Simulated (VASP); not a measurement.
A run of VASP 6.6.1:

INCAR

```
PREC = Accurate ; ENCUT = 520
EDIFF = 1E-8 ; ISMEAR = -1
SIGMA = 0.08 ; LREAL = False
LASPH = True ; NELM = 100
ALGO = Normal ; ISIF = 2
LWAVE = False ; LCHARG = True
GGA = PS ; NBANDS = 21
IBRION = 8 ; NSW = 1
```

KPOINTS

```
regular mesh
0
Gamma
  14 14 10
```

POSCAR

```
NbRh
1.0
    2.8162808225      0.0000000000      0.0000000000
    0.0000000000      2.8162808225      0.0000000000
    0.0000000000      0.0000000000      3.8083097697
Nb Rh
1 1
Direct
    0.0000000000      0.0000000000      0.0000000000
    0.5000000000      0.5000000000      0.5000000000
```

Potentials or basis: VASP PAW PBE potentials, release 64 (Nb_sv, Rh_pv).

The run is started by

```console
$ cat potpaw_PBE.64/Nb_sv/POTCAR potpaw_PBE.64/Rh_pv/POTCAR > POTCAR
$ mpirun -np 1 vasp_std > vasp.out
```

Hardware: 1 thread of Oxide Virtual Turin-like Processor, with other jobs on the host.

Problem. Estimate the wall time of this run.

Solution. Wall time 37 min on 1 thread of Oxide Virtual Turin-like Processor, with other jobs on the host, peak memory 0.55 GiB. Counts: scf iterations 97, k points 216.
